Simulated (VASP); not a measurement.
# Sb (P2_1/m) in VASP: settings compared

The runs below take Sb through relaxation of cell and atoms, with HSE06, PBE-based screened hybrid with 25 % exact exchange.

Everything below comes from runs of VASP 6.6.1. Logs are shortened: lines on timing, memory, paths and dates and some standing lists are left out, and cuts for length are marked.

**1. The cell of the first run**

Symmetry: P2_1/m, No. 11, monoclinic system. Conventional cell: a = 3.122 Å, b = 4.348 Å, c = 4.406 Å, α = 90.00°, β = 90.51°, γ = 90.00°. Within 4.0 Å of Sb (site symmetry m) lie 6 Sb at 3.04 to 3.15 Å.

**2. Relaxation of cell and atoms, HSE06**

File POSCAR:

```
Sb
1.0
    3.1224020000      0.0000000000      0.0000000000
    0.0000000000      4.3475180000      0.0000000000
   -0.0389150000      0.0000000000      4.4058520000
Sb
2
Direct
    0.0113890000      0.2500000000      0.2411660000
    0.9886110000      0.7500000000      0.7588340000
```

File INCAR.step1:

```
SYSTEM = Sb
ALGO = Normal
EDIFF = 1E-5
ENCUT = 600
GGA = PE
ISMEAR = -1
LASPH = .True.
LCHARG = .False.
LREAL = .False.
LWAVE = .True.
NBANDS = 12
NELM = 60
PREC = Accurate
SIGMA = 0.05
```

File INCAR.step2:

```
SYSTEM = Sb
ALGO = Normal
EDIFF = 1E-6
EDIFFG = -0.01
ENCUT = 600
GGA = PE
HFSCREEN = 0.2079
IBRION = 2
ISIF = 3
ISMEAR = -1
ISTART = 1
LASPH = .True.
LCHARG = .False.
LHFCALC = .True.
LREAL = .False.
LWAVE = .False.
NELM = 60
NSW = 60
PREC = Accurate
PRECFOCK = Normal
SIGMA = 0.05
```

File KPOINTS:

```
k-points
0
Gamma
  5 3 3
  0 0 0
```

Potentials or basis: VASP PAW PBE potentials, release 64 (Sb).

On the command line:

```sh
> cat potpaw_PBE.64/Sb/POTCAR > POTCAR
> cp INCAR.step1 INCAR
> mpirun -np 1 vasp_std > vasp.out
> cp INCAR.step2 INCAR
> mpirun -np 1 vasp_std > vasp.out
```

OUTCAR:

```text
SYSTEM = Sb
   EDIFF = 1E-6
   EDIFFG = -0.01
   ENCUT = 600
   GGA = PE
   HFSCREEN = 0.2079
   IBRION = 2
   ISIF = 3
   ISMEAR = -1
   ISTART = 1
   LASPH = .True.
   LHFCALC = .True.
   LREAL = .False.
   NELM = 60
   NSW = 60
   PREC = Accurate
   PRECFOCK = Normal

 ion  position               nearest neighbor table
   1  0.011  0.250  0.241-   2 3.04   2 3.04   2 3.15   2 3.15
   2  0.989  0.750  0.759-   1 3.04   1 3.04   1 3.15   1 3.15

  LATTYP: Found a simple monoclinic cell.
 ALAT       =     3.1224020000
 B/A-ratio  =     1.3923633152
 C/A-ratio  =     1.4111007668
 COS(beta)  =    -0.0088322263

  Lattice vectors:

 A1 = (   3.1224020000,   0.0000000000,   0.0000000000)
 A2 = (   0.0000000000,   4.3475180000,   0.0000000000)
 A3 = (  -0.0389150000,   0.0000000000,   4.4058520000)

Analysis of symmetry for initial positions (statically):
=====================================================================
 Subroutine PRICEL returns:
 Original cell was already a primitive cell.

 Routine SETGRP: Setting up the symmetry group for a
 simple monoclinic supercell.

 Subroutine GETGRP returns: Found  4 space group operations
 (whereof  2 operations were pure point group operations)
 out of a pool of  4 trial point group operations.

The static configuration has the point symmetry S_2 .
 The point group associated with its full space group is C_2h.

Analysis of symmetry for dynamics (positions and initial velocities):
=====================================================================
 Subroutine PRICEL returns:
 Original cell was already a primitive cell.

 Routine SETGRP: Setting up the symmetry group for a
 simple monoclinic supercell.

 Subroutine GETGRP returns: Found  4 space group operations
 (whereof  2 operations were pure point group operations)
 out of a pool of  4 trial point group operations.

The dynamic configuration has the point symmetry S_2 .
 The point group associated with its full space group is C_2h.

 Subroutine INISYM returns: Found  4 space group operations
 (whereof  2 operations are pure point group operations),
 and found     1 'primitive' translations

----------------------------------------------------------------------------------------

                                     Primitive cell

  volume of cell :      59.8081

  direct lattice vectors                    reciprocal lattice vectors
     3.122402000  0.000000000  0.000000000     0.320266257  0.000000000  0.002828774
     0.000000000  4.347518000  0.000000000     0.000000000  0.230016299  0.000000000
    -0.038915000  0.000000000  4.405852000     0.000000000  0.000000000  0.226970856

  length of vectors
     3.122402000  4.347518000  4.406023856     0.320278749  0.230016299  0.226970856

  position of ions in fractional coordinates (direct lattice)
     0.011389000  0.250000000  0.241166000
     0.988611000  0.750000000  0.758834000

  ion indices of the primitive-cell ions
   primitive index   ion index
                 1           1
                 2           2

----------------------------------------------------------------------------------------

 KPOINTS: k-points

Automatic generation of k-mesh.
 Grid dimensions read from file:
 generate k-points for:    5    3    3

 Generating k-lattice:

  Cartesian coordinates                     Fractional coordinates (reciprocal lattice)
     0.064053251  0.000000000  0.000565755     0.200000000  0.000000000  0.000000000
     0.000000000  0.076672100  0.000000000     0.000000000  0.333333333  0.000000000
     0.000000000  0.000000000  0.075656952     0.000000000  0.000000000  0.333333333

  Length of vectors
     0.064055750  0.076672100  0.075656952

  Shift w.r.t. Gamma in fractional coordinates (k-lattice)
     0.000000000  0.000000000  0.000000000

 Subroutine IBZKPT returns following result:
 ===========================================

 Found     16 irreducible k-points:

 Following reciprocal coordinates:
            Coordinates               Weight
  0.000000  0.000000  0.000000      1.000000
  0.200000  0.000000 -0.000000      2.000000
  0.400000  0.000000  0.000000      2.000000
  0.000000  0.333333  0.000000      2.000000
  0.200000  0.333333 -0.000000      4.000000
  0.400000  0.333333  0.000000      4.000000
[... 8 lines left out ...]
 -0.400000  0.333333  0.333333      4.000000
 -0.200000  0.333333  0.333333      4.000000
   k-points           NKPTS =     16   k-points in BZ     NKDIM =     45   number of bands    NBANDS=      9
   number of dos      NEDOS =    301   number of ions     NIONS =      2
   total plane-waves  NPLWV =  36288
   dimension x,y,z NGX =    28 NGY =   36 NGZ =   36
   dimension x,y,z NGXF=    56 NGYF=   72 NGZF=   72
   ions per type =               2
   NGX,Y,Z   is equivalent  to a cutoff of  14.91, 13.77, 13.58 a.u.
   NGXF,Y,Z  is equivalent  to a cutoff of  29.82, 27.53, 27.17 a.u.
 SYSTEM =  Sb
   PREC   = accura    normal or accurate (medium, high low for compatibility)
   ISTART =      1    job   : 0-new  1-cont  2-samecut
   ICHARG =      0    charge: 1-file 2-atom 10-const
   ISPIN  =      1    spin polarized calculation?
   LNONCOLLINEAR =      F non collinear calculations
   LSORBIT =      F    spin-orbit coupling
   LASPH  =      T    aspherical Exc in radial PAW
   ENCUT  =  600.0 eV  44.10 Ry    6.64 a.u.   6.24  8.68  8.80*2*pi/ulx,y,z
   NELM   =     60;   NELMIN=  2; NELMDL=  0     # of ELM steps
   EDIFF  = 0.1E-05   stopping-criterion for ELM
   LREAL  =      F    real-space projection
   EDIFFG = -.1E-01   stopping-criterion for IOM
   NSW    =     60    number of steps for IOM
   IBRION =      2    ionic relax: 0-MD 1-quasi-New 2-CG
   NFREE  =      1    steps in history (QN), initial steepest desc. (CG)
   ISIF   =      3    stress and relaxation
   ISYM   =      3    0-nonsym 1-usesym 2-fastsym
   POTIM  = 0.5000    time-step for ionic-motion
   TEBEG  =    0.0;   TEEND  =   0.0 temperature during run
   PSTRESS=    0.0 pullay stress
   NELECT =      10.0000    total number of electrons
   NUPDOWN=      -1.0000    fix difference up-down
   EMIN   =  10.00;   EMAX   =-10.00  energy-range for DOS
   EFERMI =   0.00;   METHOD = LEGACY
   ISMEAR =    -1;   SIGMA  =   0.05  broadening in eV -4-tet -1-fermi 0-gaus
   EFERMI_NEDOS =   21; number of points for ismear=-14 and -15
   IALGO  =     38    algorithm
   IMIX   =      1    mixing-type and parameters
     AMIX     =   0.40;   BMIX     =  1.00
     AMIX_MAG =   1.60;   BMIX_MAG =  1.00
  volume/ion in A,a.u.               =      29.90       201.80
  Fermi-wavevector in a.u.,A,eV,Ry     =   0.901893  1.704330 11.067117  0.813410
  Thomas-Fermi vector in A             =   2.025029
   LORBIT       =      0    0 simple, 1 ext, 2 COOP (PROOUT), +10 PAW based schemes
   GGA     = PE    functional components
   LHFCALC =     T    Hartree Fock is set to
   PRECFOCK=normal    Normal, Fast or Accurate (Low or Medium for compatibility)
   ENCUT4O =  -1.0   cutoff for four orbital integrals eV
   NKREDX  =     1    reduce k-point grid by
   NKREDY  =     1    reduce k-point grid by
   NKREDZ  =     1    reduce k-point grid by
   AEXX    =    0.2500 exact exchange contribution
   HFSCREEN=    0.2079 screening length (either q_TF or 0.3 A-1)
   HFSCREENC=   0.2079 screening length for correlation (either q_TF or 0.3 A-1)
   ENCUTFOCK=  -1.0 apply spherical cutoff to Coloumb kernel
   IVDW    =     0    specifies the selected vdW correction
   LEPSILON=     F    determine dielectric tensor
   LRPA    =     F    only Hartree local field effects (RPA)
 conjugate gradient relaxation of ions
 non-spin polarized calculation
  energy-cutoff  :      600.00
  volume of cell :       59.81
 maximum number of plane-waves:      2017
 NGX is ok and might be reduce to    28
  NGX = 20; NGY = 28; NGZ = 28

--------------------------------------- Ionic step        1  -------------------------------------------

 number of electron      10.0000000 magnetization

 Free energy of the ion-electron system (eV)
  ---------------------------------------------------
  ext. energy  EPLUGINS =         0.00000000
  ---------------------------------------------------
  free energy    TOTEN  =        -9.95282120 eV

  energy without entropy =       -9.94691793  energy(sigma->0) =       -9.94986957

------------------------ aborting loop because EDIFF is reached ----------------------------------------

  FORCE on cell =-STRESS in cart. coord.  units (eV):
  Direction    XX          YY          ZZ          XY          YZ          ZX
  --------------------------------------------------------------------------------------
  -------------------------------------------------------------------------------------
  Total        0.9600902     -1.3830708     -1.3651738      0.0000000      0.0000000      0.0524581
  in kB       25.7194991    -37.0505689    -36.5711343      0.0000000      0.0000000      1.4052809
  external PRESSURE =     -15.9674014 kB  Pullay stress =       0.0000000 kB
[... 89 lines left out ...]
  FREE ENERGIE OF THE ION-ELECTRON SYSTEM (eV)
  ---------------------------------------------------
  free  energy   TOTEN  =        -9.9847820865 eV

  energy  without entropy=       -9.9787903213  energy(sigma->0) =       -9.98178620

[... ionic steps 4 to 25 ...]

--------------------------------------- Ionic step       26  -------------------------------------------

 number of electron      10.0000000 magnetization

------------------------ aborting loop because EDIFF is reached ----------------------------------------

  FORCE on cell =-STRESS in cart. coord.  units (eV):
  Direction    XX          YY          ZZ          XY          YZ          ZX
  --------------------------------------------------------------------------------------
  -------------------------------------------------------------------------------------
  Total        0.0179363      0.0250932     -0.0006456      0.0000000      0.0000000     -0.0169974
  in kB        0.4859481      0.6798515     -0.0174917      0.0000000      0.0000000     -0.4605102
  external PRESSURE =       0.3827693 kB  Pullay stress =       0.0000000 kB
[... 57 lines left out ...]
  energy  without entropy=      -10.0189700248  energy(sigma->0) =      -10.02187309

--------------------------------------- Ionic step       28  -------------------------------------------

 number of electron      10.0000000 magnetization

 Free energy of the ion-electron system (eV)
  ---------------------------------------------------
  ext. energy  EPLUGINS =         0.00000000
  ---------------------------------------------------
  free energy    TOTEN  =       -10.02479644 eV

  energy without entropy =      -10.01899975  energy(sigma->0) =      -10.02189810

 E-fermi :   7.0754     XC(G=0):  -8.0328

 val. band max:        7.0243216515   @ k =  -0.2000   0.3333   0.3333
 cond. band min:       7.2561428806   @ k =   0.4000   0.0000   0.3333
 fundamental gap:      0.2318212291
 Fermi energy:         7.0754444897

 k-point     1 :       0.0000    0.0000    0.0000
  band No.  band energies     occupation
      1      -6.9681      2.00000
      2      -0.5363      2.00000
      3       2.8441      2.00000
      4       3.2440      2.00000
      5       9.0561      0.00000
      6       9.7439      0.00000
      7      11.3990      0.00000
      8      12.2141      0.00000
      9      13.8926      0.00000
[... 207 lines left out ...]
  FREE ENERGIE OF THE ION-ELECTRON SYSTEM (eV)
  ---------------------------------------------------
  free  energy   TOTEN  =       -10.0247964424 eV

  energy  without entropy=      -10.0189997541  energy(sigma->0) =      -10.02189810

 reached required accuracy - stopping structural energy minimisation
```

It took 48 min on 1 thread of Intel Xeon 6975P-C (Granite Rapids), shared host; peak memory 0.29 GiB.

Results:

* Free energy: -10.0248 eV
* Relaxed volume: 29.59 Å³/atom
* Relaxed cell: a = 3.192 Å, b = 4.183 Å, c = 4.438 Å, α = 90.00°, β = 87.09°, γ = 90.00°
* Space group after relaxing (to 0.1 Å): P2_1/m (No. 11)
* Energy gained by relaxing: 36.0 meV/atom
* Ionic steps: 28
* Pressure after relaxing: 0.0 GPa
* Largest force after relaxing: 0.009 eV/Å
* Band gap on the k mesh: zero (bands 5 and 6 overlap by 5.35 eV)

Forces in eV/Å, atoms in the order of the input:
```
Sb  -0.009  0.000 -0.003
Sb   0.009  0.000  0.003
```

Step by step:
```
step  energy change (eV)  largest force (eV/Å)  pressure (GPa)  volume (Å³)
   1              0.0000                0.2385           -1.60        59.81
   2             -0.0156                0.1572            1.02        57.20
   3             -0.0320                0.1912            0.15        58.43
   4             -0.0320                0.1926            0.11        58.46
   5             -0.0356                0.2075            0.10        58.53
   6             -0.0471                0.2155            0.13        58.75
   7             -0.0632                0.0617            0.39        59.18
   8             -0.0642                0.0536            0.40        59.38
   9             -0.0632                0.0164           -0.66        60.83
  10             -0.0655                0.0411           -0.08        60.00
  11             -0.0663                0.0132            0.02        59.83
  12             -0.0663                0.0112            0.02        59.82
  13             -0.0671                0.0089           -0.09        59.77
  14             -0.0683                0.0592           -0.39        59.61
  15             -0.0685                0.0603           -0.39        59.58
  16             -0.0689                0.0611           -0.38        59.47
  17             -0.0687                0.0539           -0.27        59.26
  18             -0.0690                0.0596           -0.33        59.39
  19             -0.0693                0.0538           -0.31        59.35
  20             -0.0702                0.0368           -0.18        59.24
  21             -0.0711                0.0187            0.12        59.01
  22             -0.0712                0.0280            0.22        58.93
  23             -0.0715                0.0219            0.19        58.97
  24             -0.0719                0.0131            0.06        59.10
  25             -0.0719                0.0139            0.04        59.11
  26             -0.0719                0.0136            0.04        59.14
  27             -0.0720                0.0134           -0.04        59.21
  28             -0.0720                0.0093           -0.03        59.18
```

Final structure:
```xyz
2
Lattice="3.1909 0.0000 0.0951 0.0000 4.1826 0.0000 0.0929 0.0000 4.4372" Properties=species:S:1:pos:R:3 pbc="T T T"
Sb    3.1973    1.0456    1.0598
Sb    0.0865    3.1369    3.4725
```

Levels at points of the mesh, in eV from the Fermi level:
```
           k point  band 1  band 2  band 3  band 4  band 5  band 6  band 7  band 8  band 9
(0.00, 0.00, 0.00)  -14.04   -7.61   -4.23   -3.83    1.98    2.67    4.32    5.14    6.82
```

Caveat: the k points lie up to 0.50 Å⁻¹ apart in the final cell, too coarse for converged energies and pressures of a metal; the PAW data sets were made with another functional, which shifts forces and pressure a little; spin-orbit coupling is left out, which moves the levels of the heavy elements.

**3. Relaxation of cell and atoms, PBE-based screened hybrid with 25 % exact exchange**

POSCAR is that of step 2.

File INCAR.step1:

```
  PREC = Accurate
  ENCUT = 600
  EDIFF = 1E-5
  ISMEAR = -1
  SIGMA = 0.05
  LREAL = F
  LASPH = T
  NELM = 80
  ALGO = Normal
  LWAVE = T
  LCHARG = F
  GGA = PE
  NBANDS = 12
```

File INCAR.step2:

```
  PREC = Accurate
  ENCUT = 600
  EDIFF = 1E-7
  ISMEAR = -1
  SIGMA = 0.05
  LREAL = F
  LASPH = T
  NELM = 80
  ALGO = Normal
  ISIF = 3
  LWAVE = F
  LCHARG = F
  GGA = PE
  LHFCALC = T
  AEXX = 0.25
  HFSCREEN = 0.3
  PRECFOCK = Normal
  IBRION = 2
  NSW = 60
  EDIFFG = -0.01
  ISTART = 1
```

File KPOINTS:

```
Automatic mesh
0
Gamma
  5 3 3
```

Potentials or basis: VASP PAW PBE potentials, release 64 (Sb).

On the command line:

```sh
> cat potpaw_PBE.64/Sb/POTCAR > POTCAR
> cp INCAR.step1 INCAR
> mpirun -np 1 vasp_std > vasp.out
> cp INCAR.step2 INCAR
> mpirun -np 1 vasp_std > vasp.out
```

Run time: 53 min. Hardware: 1 thread of Intel Xeon 6975P-C (Granite Rapids), shared host; peak memory 0.27 GiB.

The run converged. Its results:

| Quantity | Value |
| --- | --- |
| Free energy | -9.6573 eV |
| Relaxed volume | 30.15 Å³/atom |
| Relaxed cell | a = 3.173 Å, b = 4.292 Å, c = 4.428 Å, α = 90.00°, β = 90.05°, γ = 90.00° |
| Space group after relaxing (to 0.1 Å) | Pmma (No. 51) |
| Energy gained by relaxing | 30.1 meV/atom |
| Ionic steps | 27 |
| Pressure after relaxing | 0.0 GPa |
| Largest force after relaxing | 0.003 eV/Å |
| Band gap on the k mesh | zero (bands 5 and 6 overlap by 4.83 eV) |

Forces in eV/Å, atoms in the order of the input:
```
Sb   0.002  0.000 -0.002
Sb  -0.002  0.000  0.002
```

Step by step:
| step | energy change (eV) | largest force (eV/Å) | pressure (GPa) | volume (Å³) |
| --- | --- | --- | --- | --- |
| 1 | 0.0000 | 0.2177 | -1.20 | 59.81 |
| 2 | -0.0133 | 0.1392 | 0.91 | 57.82 |
| 3 | -0.0286 | 0.1750 | 0.16 | 58.75 |
| 4 | -0.0286 | 0.1760 | 0.13 | 58.77 |
| 5 | -0.0317 | 0.1883 | 0.04 | 58.92 |
| 6 | -0.0408 | 0.2055 | -0.20 | 59.36 |
| 7 | -0.0542 | 0.1271 | -0.47 | 60.24 |
| 8 | -0.0301 | 0.4100 | -0.44 | 62.01 |
| 9 | -0.0560 | 0.0650 | -0.51 | 60.52 |
| 10 | -0.0583 | 0.0278 | -0.25 | 60.39 |
| 11 | -0.0592 | 0.0332 | 0.03 | 60.25 |
| 12 | -0.0592 | 0.0372 | 0.06 | 60.23 |
| 13 | -0.0595 | 0.0261 | 0.01 | 60.28 |
| 14 | -0.0597 | 0.0233 | -0.11 | 60.38 |
| 15 | -0.0597 | 0.0208 | -0.09 | 60.36 |
| 16 | -0.0598 | 0.0188 | -0.03 | 60.30 |
| 17 | -0.0599 | 0.0162 | 0.06 | 60.21 |
| 18 | -0.0600 | 0.0147 | 0.05 | 60.22 |
| 19 | -0.0600 | 0.0131 | 0.03 | 60.25 |
| 20 | -0.0601 | 0.0110 | -0.03 | 60.31 |
| 21 | -0.0601 | 0.0129 | -0.09 | 60.36 |
| 22 | -0.0602 | 0.0107 | -0.06 | 60.33 |
| 23 | -0.0602 | 0.0057 | 0.01 | 60.25 |
| 24 | -0.0603 | 0.0035 | 0.02 | 60.26 |
| 25 | -0.0603 | 0.0034 | 0.02 | 60.26 |
| 26 | -0.0603 | 0.0033 | 0.02 | 60.26 |
| 27 | -0.0603 | 0.0032 | -0.01 | 60.29 |

Final structure:
```
Sb
1.0
     3.17265    0.00000    0.01307
     0.00000    4.29169    0.00000
    -0.02247    0.00000    4.42781
Sb
2
Direct
  0.99979 0.25000 0.21778
  0.00021 0.75000 0.78222
```

Levels at points of the mesh, in eV from the Fermi level:
| k point | band 3 | band 4 | band 5 | band 6 | band 7 | band 8 |
| --- | --- | --- | --- | --- | --- | --- |
| (0.00, 0.00, 0.00) | -4.00 | -3.94 | 1.75 | 2.80 | 3.88 | 4.61 |

Caveat: the k points lie up to 0.49 Å⁻¹ apart in the final cell, too coarse for converged energies and pressures of a metal; the PAW data sets were made with another functional, which shifts forces and pressure a little; spin-orbit coupling is left out, which moves the levels of the heavy elements.
